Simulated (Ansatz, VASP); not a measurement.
# TiAl in VASP and in Ansatz

```
CELL_PARAMETERS angstrom
3.38182 0.00000 0.00000
0.00000 3.46774 0.00000
0.00000 0.00000 3.12409
ATOMIC_POSITIONS crystal
Ti 0.00000 0.00000 0.00000
Al 0.50000 0.50000 0.50000
```

Change from the starting cell: normal strain along x +0.0825, normal strain along y +0.1100.

Alike in both runs: task single point; functional LDA; k mesh 14 × 14 × 14; occupations gaussian, width 0.15 eV; no spin polarisation.

|  | VASP | Ansatz |
| --- | --- | --- |
| version | VASP 6.6.1 | Ansatz 0.2.0 |
| potentials or method | VASP PAW LDA potentials, release 64 (Ti_sv, Al), cutoff 520 eV | scalar-relativistic, plane waves, PAW |
| valence electrons in the cell | 15 | 15 |

|  | VASP | Ansatz | Ansatz less VASP |
| --- | --- | --- | --- |
| gap on the k mesh at the Fermi level (eV) | none | none | - |
| pressure (GPa) | -15.6 | -15.7 | -0.11 |
| traceless stress, the component that is largest in VASP (GPa) | 2.18 | 2.18 | +0.001 |

Ansatz warns that its potentials were made for another functional, while VASP's fit it. LDA's correlation is that of Perdew and Zunger in VASP and of Perdew and Wang (1992) in Ansatz. A gap of «none» marks a metal or a gap that the smearing closes.
